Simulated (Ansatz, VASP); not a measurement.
# AlNi3: VASP beside Ansatz

```
Al Ni
1.0
     0.00000    2.80189    2.80189
     2.80189    0.00000    2.80189
     2.80189    2.80189    0.00000
Al Ni
1 3
Direct
  0.50608 0.49392 0.49392
  0.25529 0.24471 0.24471
  0.98662 0.01338 0.01338
  0.75529 0.74471 0.74471
```

Change from the starting cell: mode 7 (245.8 1/cm) frozen in, largest displacement +0.075 Å.

Alike in both runs: task single point; functional r2SCAN; k mesh 14 × 14 × 14; occupations gaussian, width 0.15 eV; no spin polarisation.

|  | VASP | Ansatz |
| --- | --- | --- |
| version | VASP 6.6.1 | Ansatz 0.2.0 |
| potentials or method | VASP PAW PBE potentials, release 64 (Al, Ni), cutoff 520 eV | scalar-relativistic, plane waves, PAW |
| valence electrons in the cell | 33 | 57 |

|  | VASP | Ansatz | Ansatz less VASP |
| --- | --- | --- | --- |
| gap on the k mesh at the Fermi level (eV) | none | none | - |
| pressure (GPa) | 0.8 | 0.7 | -0.11 |
| traceless stress, the component that is largest in VASP (GPa) | -0.19 | -0.19 | -0.001 |
| rms of the force components (eV/Å) | 0.332 | 0.332 | -0.0002 |

VASP's potentials were made for PBE, not for r2SCAN. Atom by atom the forces differ by 0.000 eV/Å (rms over components). A gap of «none» marks a metal or a gap that the smearing closes. With one functional, cell and mesh, what is left measures potentials, basis and numerics. VASP's potentials hold 33 valence electrons a cell and Ansatz's 57, so a difference there can come from the potentials and not from the codes.
